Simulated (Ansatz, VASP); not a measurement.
KF in VASP and in Ansatz

File POSCAR:

```
KF
1.0
    3.1868179191      0.0079471769      0.0079471769
    0.0079471769      3.1868179191      0.0079471769
    0.0079471769      0.0079471769      3.1868179191
K F
1 1
Direct
    0.0000000000      0.0000000000      0.0000000000
    0.5000000000      0.5000000000      0.5000000000
```

The input INCAR.step1:

```
SYSTEM = KF
ALGO = Normal
EDIFF = 1E-4
ENCUT = 520
GGA = PE
ISMEAR = 0
LASPH = .TRUE.
LCHARG = .FALSE.
LREAL = .FALSE.
LWAVE = .TRUE.
NBANDS = 15
NELM = 80
PREC = Accurate
SIGMA = 0.01
```

Contents of INCAR.step2:

```
SYSTEM = KF
ALGO = Normal
EDIFF = 1E-6
ENCUT = 520
ISIF = 2
ISMEAR = 0
ISTART = 1
LASPH = .TRUE.
LCHARG = .FALSE.
LMIXTAU = .TRUE.
LREAL = .FALSE.
LWAVE = .FALSE.
METAGGA = R2SCAN
NBANDS = 15
NELM = 80
PREC = Accurate
SIGMA = 0.01
```

File KPOINTS:

```
k-points
0
G
  8 8 8
  0 0 0
```

Input for Ansatz:

```yaml
crystal:
  lattice:
    - [3.1868179191, 0.0079471769, 0.0079471769]
    - [0.0079471769, 3.1868179191, 0.0079471769]
    - [0.0079471769, 0.0079471769, 3.1868179191]
  atoms:
    - { symbol: K, position: [0.0, 0.0, 0.0] }
    - { symbol: F, position: [0.5, 0.5, 0.5] }
kpoints:
  mp_grid: { grid: [8, 8, 8] }
  band_path:
    path:
      - [0.0, 0.0, 0.0]
      - [0.0, 0.5, 0.0]
      - [0.5, 0.5, 0.0]
      - [0.5, 0.5, 0.5]
      - [0.0, 0.5, 0.5]
    npoints: 1
hamiltonian:
  xc: r2scan
scf:
  occupations: { method: fixed }
  n_extra_bands: 4
output:
  forces: true
  stress: true
  eigenvalues: true
```

Change from the starting cell: shear_111 strain +0.8%.

Alike in both runs: task single point; functional r2SCAN; k mesh 8 × 8 × 8; no spin polarisation.

|  | VASP | Ansatz |
| --- | --- | --- |
| version | VASP 6.6.1 | Ansatz 0.2.0 |
| potentials or method | VASP PAW PBE potentials, release 64 (K_sv, F) | plane waves, PAW |
| plane-wave cutoff (eV) | 520 | 500 |
| occupations | gaussian, width 0.01 eV | fixed |
| valence electrons in the cell | 16 | 16 |

```tsv
	VASP	Ansatz	Ansatz less VASP
gap on the k mesh at the Fermi level (eV)	7.67	7.66	-0.003
pressure (GPa)	-0.3	-0.3	+0.01
traceless stress, the component that is largest in VASP (GPa)	-0.06	-0.05	+0.005
```

VASP's potentials were made for PBE, not for r2SCAN.
